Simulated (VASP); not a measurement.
Here is a VASP 6.6.1 calculation.

Contents of INCAR:

```
SYSTEM = Sn4CO5
ALGO     = Normal         ! electronic algorithm
DIPOL    = 0.5 0.5 0.322
EDIFF    = 1E-6           ! SCF threshold, eV
ENCUT    = 520            ! plane-wave cutoff, eV
GGA      = PE             ! functional
IDIPOL   = 3            
ISIF     = 2              ! what is computed and relaxed
ISMEAR   = 0              ! smearing method
IVDW     = 12             ! dispersion correction
LASPH    = .TRUE.         ! aspherical terms in the spheres
LCHARG   = .TRUE.         ! write CHGCAR
LDIPOL   = .TRUE.       
LELF     = .TRUE.         ! ELF
LREAL    = .FALSE.        ! projectors in reciprocal space
LVACPOTAV= .TRUE.       
LVHAR    = .TRUE.       
LWAVE    = .FALSE.        ! write WAVECAR
NBANDS   = 56             ! bands
NELM     = 80             ! most SCF steps
PREC     = Accurate       ! precision mode
SIGMA    = 0.1            ! smearing width, eV
```

The input KPOINTS:

```
k-points
0
G
  7 5 1
  0 0 0
```

POSCAR

```
Sn4CO5
1.0
    3.8363720907      0.0000000000      0.0000000000
    0.0000000000      6.1139356269      0.0000000000
    0.0000000000      0.0000000000     23.5716647277
O Sn C
5 4 1
Direct
    0.0000000000      0.3937311019      0.1696952696
    0.5000000000      0.5905966528      0.2330578881
    0.0000000000      0.7891442682      0.2961091540
    0.5000000000      0.9914786557      0.3572791665
    0.5000000000      0.9914786557      0.5269744361
    0.5000000000      0.2462583270      0.2005207373
    0.0000000000      0.7380694276      0.2022324204
    0.5000000000      0.6484830792      0.3298598435
    0.0000000000      0.1189669824      0.3265941608
    0.5000000000      0.9914786557      0.5757618261
```

Potentials or basis: VASP PAW PBE potentials, release 64 (O, Sn_d, C).

Run with:

```bash
$ cat potpaw_PBE.64/O/POTCAR potpaw_PBE.64/Sn_d/POTCAR potpaw_PBE.64/C/POTCAR > POTCAR
$ mpirun -np 1 vasp_std > vasp.out
```

Task: Estimate the band gap on the k mesh.

Result: 0.90 eV (least direct gap 0.95 eV).

Task: What does it give for the largest force?

Result: 1.265 eV/Å.

Task: Estimate the dispersion energy per atom.

Result: -0.126 eV.

Forces on the atoms (eV/Å):
```
O    0.000 -0.331  0.308
O    0.000 -0.246  0.378
O    0.000 -0.012 -0.002
O    0.000 -0.004  0.019
O    0.000 -0.001  0.719
Sn   0.000  1.260 -0.110
Sn   0.000 -0.680 -0.632
Sn   0.000 -0.067  0.057
Sn   0.000  0.081  0.002
C    0.000  0.000 -0.740
```

Caveat: spin-orbit coupling is left out, which moves the levels of the heavy elements.
